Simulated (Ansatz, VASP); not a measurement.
**One calculation of Ir, two programs**

Contents of INCAR:

```
PREC = Accurate ; ENCUT = 520
EDIFF = 1E-7 ; ISMEAR = -1
SIGMA = 0.1 ; LREAL = False
LASPH = True ; NELM = 100
ALGO = Normal ; ISIF = 2
LWAVE = False ; LCHARG = True
GGA = B5 ; ALDAX = 1.0
AGGAX = 1.0 ; AGGAC = 1.0
ALDAC = 0.0 ; LELF = True
LVHAR = True ; NBANDS = 16
```

Contents of KPOINTS:

```
Automatic mesh
0
Gamma
  11 11 11
```

POSCAR

```
Ir
1.0
    0.0000000000      2.8660138416      2.8660138416
    2.8660138416      0.0000000000      2.8660138416
    2.8660138416      2.8660138416      0.0000000000
Ir
2
Direct
    0.1250000000      0.1250000000      0.1250000000
    0.8750000000      0.8750000000      0.8750000000
```

Input for Ansatz:

```yaml
crystal:
  lattice:
    - [0.0, 2.8660138416, 2.8660138416]
    - [2.8660138416, 0.0, 2.8660138416]
    - [2.8660138416, 2.8660138416, 0.0]
  atoms:
    - { symbol: Ir, position: [0.125, 0.125, 0.125] }
    - { symbol: Ir, position: [0.875, 0.875, 0.875] }
hamiltonian:
  xc: blyp
  pseudopotentials:
    kind: paw
    azcp:
      Ir: "pseudopotentials/Ir.paw.azcp"
basis:
  ecutwfc: 420
  fft_grid_basis: typed
kpoints:
  mp_grid: { grid: [11, 11, 11], shift: [0, 0, 0] }
magnetization:
  spin_polarized: false
scf:
  occupations: { method: fermi_dirac, width: 0.1 }
  lower_state_search: "off"
output:
  stress: true
```

Alike in both runs: task single point; functional BLYP; k mesh 11 × 11 × 11; occupations fermi-dirac, width 0.1 eV; no spin polarisation.

|  | VASP | Ansatz |
| --- | --- | --- |
| version | VASP 6.6.1 | Ansatz 0.2.0 |
| potentials or method | VASP PAW PBE potentials, release 64 (Ir), cutoff 520 eV | plane waves (420 eV) with PAW, scalar-relativistic |
| valence electrons in the cell | 18 | 34 |

```csv
,VASP,Ansatz,Ansatz less VASP
pressure (GPa),-4.8,-5.6,-0.81
```

VASP's potentials were made for PBE, not for BLYP. VASP's potentials hold 18 valence electrons a cell and Ansatz's 34, so a difference there can come from the potentials and not from the codes.

Spin-orbit coupling is off throughout.
